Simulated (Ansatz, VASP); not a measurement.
**SiO2 in VASP and in Ansatz**

```
Si O
1.0
     4.36300    0.00000    0.00000
     0.00000    4.36300    0.00000
     0.00000    0.00000    3.01250
Si O
2 4
Direct
  0.50000 0.50000 0.50000
  0.00000 0.00000 0.00000
  0.69301 0.69301 0.00000
  0.19301 0.80699 0.50000
  0.30699 0.30699 0.00000
  0.80699 0.19301 0.50000
```

Alike in both runs: task single point; functional PBE; k mesh 6 × 6 × 8; occupations gaussian, width 0.05 eV; no spin polarisation.

```csv
,VASP,Ansatz
version,VASP 6.6.1,Ansatz 0.2.0
potentials or method,"VASP PAW PBE potentials, release 64 (Si, O), cutoff 520 eV","scalar-relativistic, plane waves, PAW"
valence electrons in the cell,32,32
```

VASP gave:

| Item | Value |
| --- | --- |
| gap on the k mesh at the Fermi level (eV) | 2.00 |
| least direct gap on the mesh (eV) | 2.00 |
| rms of the force components (eV/Å) | 0.008 |

**Question.** Estimate Ansatz's values.

**Answer.** gap on the k mesh at the Fermi level (eV): 2.02; least direct gap on the mesh (eV): 2.02; rms of the force components (eV/Å): 0.007.

Atom by atom the forces differ by 0.001 eV/Å (rms over components).
